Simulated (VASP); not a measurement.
Write the native input for VASP 6.6.1 that does the following.

```yaml
Task: single point
Functional: r2SCAN
Potentials_or_basis: VASP PAW PBE potentials, release 64 (Ni)
Cutoff: 520 eV
k_mesh: 11 × 11 × 11
Occupations: fermi-dirac, width 0.1 eV
Spin: no spin polarisation
Dipole_correction: no
Further_INCAR_settings: ALGO = Normal; EDIFF = 1e-07; NBANDS = 17
```

Ni:

```
Ni
1.0
     0.00000    2.50720    2.50720
     2.50720    0.00000    2.50720
     2.50720    2.50720    0.00000
Ni
2
Cartesian
  0.6268 0.6268 0.6268
  4.3876 4.3876 4.3876
```

The input as run:

POSCAR

```
Ni
1.0
    0.0000000000      2.5072019934      2.5072019934
    2.5072019934      0.0000000000      2.5072019934
    2.5072019934      2.5072019934      0.0000000000
Ni
2
Direct
    0.1250000000      0.1250000000      0.1250000000
    0.8750000000      0.8750000000      0.8750000000
```

INCAR.step1

```
SYSTEM = Ni
PREC     = Accurate       ! precision mode
ENCUT    = 520            ! plane-wave cutoff, eV
ISMEAR   = -1             ! smearing method
SIGMA    = 0.1            ! smearing width, eV
LREAL    = .False.        ! projectors in reciprocal space
LASPH    = .True.         ! aspherical terms in the spheres
NELM     = 100            ! most SCF steps
NBANDS   = 17             ! bands
GGA      = PE             ! functional
ALGO     = Normal         ! electronic algorithm
EDIFF    = 1E-4           ! SCF threshold, eV
LWAVE    = .True.         ! write WAVECAR
LCHARG   = .False.        ! write CHGCAR
```

INCAR.step2

```
SYSTEM = Ni
PREC     = Accurate       ! precision mode
ENCUT    = 520            ! plane-wave cutoff, eV
EDIFF    = 1E-7           ! SCF threshold, eV
ISMEAR   = -1             ! smearing method
SIGMA    = 0.1            ! smearing width, eV
LREAL    = .False.        ! projectors in reciprocal space
LASPH    = .True.         ! aspherical terms in the spheres
NELM     = 100            ! most SCF steps
ALGO     = Normal         ! electronic algorithm
ISIF     = 2              ! what is computed and relaxed
LWAVE    = .False.        ! write WAVECAR
LCHARG   = .False.        ! write CHGCAR
METAGGA  = R2SCAN         ! meta-GGA
LMIXTAU  = .True.       
NBANDS   = 17             ! bands
ISTART   = 1
```

KPOINTS

```
regular mesh
0
Gamma
  11 11 11
  0 0 0
```

Potentials or basis: VASP PAW PBE potentials, release 64 (Ni).

Run with:

```bash
$ cat potpaw_PBE.64/Ni/POTCAR > POTCAR
$ cp INCAR.step1 INCAR
$ mpirun -np 1 vasp_std > vasp.out
$ cp INCAR.step2 INCAR
$ mpirun -np 1 vasp_std > vasp.out
```

It gave:

The pressure is 0.0 GPa and the band gap on the k mesh is zero (band 10 reaches 4.96 eV, above the bottom of band 11 at 4.64 eV).

Caveat: the PAW data sets were made with another functional, which shifts forces and pressure a little; the run has no spin polarisation, though such a crystal can be magnetic.

Run time: 88 s on 1 thread of Intel(R) Xeon(R) Platinum 8488C (Sapphire Rapids), on a shared host, peak memory 0.17 GiB.
